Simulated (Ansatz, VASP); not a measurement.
# Re in VASP and in Ansatz

The input INCAR:

```
SYSTEM = Re
PREC = Accurate
ENCUT = 520
EDIFF = 1E-6
ISMEAR = 0
SIGMA = 0.15
LREAL = .False.
LASPH = .True.
NELM = 100
ALGO = Fast
ISIF = 2
LWAVE = .False.
LCHARG = .True.
GGA = PS
LELF = .True.
LVHAR = .True.
NBANDS = 14
```

KPOINTS

```
Automatic mesh
0
Gamma
  18 18 10
  0 0 0
```

File POSCAR:

```
Re
1.0
    2.7502953086      0.0000000000      0.0000000000
   -1.3751476543      2.3818256051      0.0000000000
    0.0000000000      0.0000000000      4.4432902328
Re
2
Direct
    0.3333333333      0.6666666667      0.2344034496
    0.6666666667      0.3333333333      0.7655965504
```

Input for Ansatz:

```yaml
crystal:
  lattice:
    - [2.7502953086, 0.0, 0.0]
    - [-1.3751476543, 2.3818256051, 0.0]
    - [0.0, 0.0, 4.4432902328]
  atoms:
    - { symbol: Re, position: [0.3333333333, 0.6666666667, 0.2344034496] }
    - { symbol: Re, position: [0.6666666667, 0.3333333333, 0.7655965504] }
basis:
  ecutwfc: 420
kpoints:
  mp_grid: { grid: [18, 18, 10] }
hamiltonian:
  xc: pbesol
  pseudopotentials: { kind: paw }
scf:
  occupations: { method: gaussian, width: 0.15 }
output:
  forces: true
  stress: true
  eigenvalues: true
```

Change from the starting cell: mode 4 frozen in at -0.069 Å, equal normal strain along x, y and z +0.0000.

Alike in both runs: task single point; functional PBEsol; k mesh 18 × 18 × 10; occupations gaussian, width 0.15 eV; no spin polarisation.

```csv
,VASP,Ansatz
version,VASP 6.6.1,Ansatz 0.2.0
potentials or method,"VASP PAW PBE potentials, release 64 (Re), cutoff 520 eV","scalar-relativistic, plane waves, PAW"
valence electrons in the cell,14,30
```

Ansatz gave:

```
gap on the k mesh at the Fermi level (eV)                     : none
pressure (GPa)                                                : 3.2
traceless stress, the component that is largest in VASP (GPa) : 1.62
rms of the force components (eV/Å)                            : 0.580
```

**Question.** What did VASP give for the same quantities?

**Answer.** gap on the k mesh at the Fermi level (eV): none; pressure (GPa): 3.3; traceless stress, the component that is largest in VASP (GPa): 1.48; rms of the force components (eV/Å): 0.555.

VASP's potentials were made for PBE, not for PBEsol. Atom by atom the forces differ by 0.025 eV/Å (rms over components). A gap of «none» marks a metal or a gap that the smearing closes. With one functional, cell and mesh, what is left measures potentials, basis and numerics. VASP's potentials hold 14 valence electrons a cell and Ansatz's 30, so a difference there can come from the potentials and not from the codes.

Neither program's run includes spin-orbit coupling.
